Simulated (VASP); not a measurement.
# Co: single point with BLYP

Co:

```
CELL_PARAMETERS angstrom
0.00000 2.53436 2.53436
2.53436 0.00000 2.53436
2.53436 2.53436 0.00000
ATOMIC_POSITIONS crystal
Co 0.12500 0.12500 0.12500
Co 0.87500 0.87500 0.87500
```

This cell differs from its parent crystal: volume scaled by 1.04.

```
Program             : VASP 6.6.1
Task                : single point
Functional          : BLYP
Potentials or basis : VASP PAW PBE potentials, release 64 (Co)
Cutoff              : 520 eV
k mesh              : 12 × 12 × 12
Occupations         : fermi-dirac, width 0.1 eV
Spin                : no spin polarisation
```

```
Pressure               : -4.3 GPa
Band gap on the k mesh : zero (band 9 reaches 6.21 eV, above the bottom of band 10 at 5.56 eV)
```

Levels at points of the mesh, in eV from the Fermi level:
```csv
k point,band 7,band 8,band 9,band 10,band 11,band 12
"(0.00, 0.00, 0.00)",-0.92,-0.92,-0.92,0.24,0.24,12.49
"(0.50, 0.00, 0.00)",-1.12,-0.53,-0.53,0.07,0.07,1.31
"(0.50, 0.50, 0.00)",-1.17,-1.17,0.22,0.22,1.76,1.76
```

It took 25 s on 1 thread of Intel Xeon 6975P-C, on a shared host, peak memory 0.17 GiB.

Caveat: the PAW data sets were made with another functional, which shifts forces and pressure a little; the run has no spin polarisation, though such a crystal can be magnetic. Spin polarisation is off, so any magnetic state and its effect on volume and gap are missing.
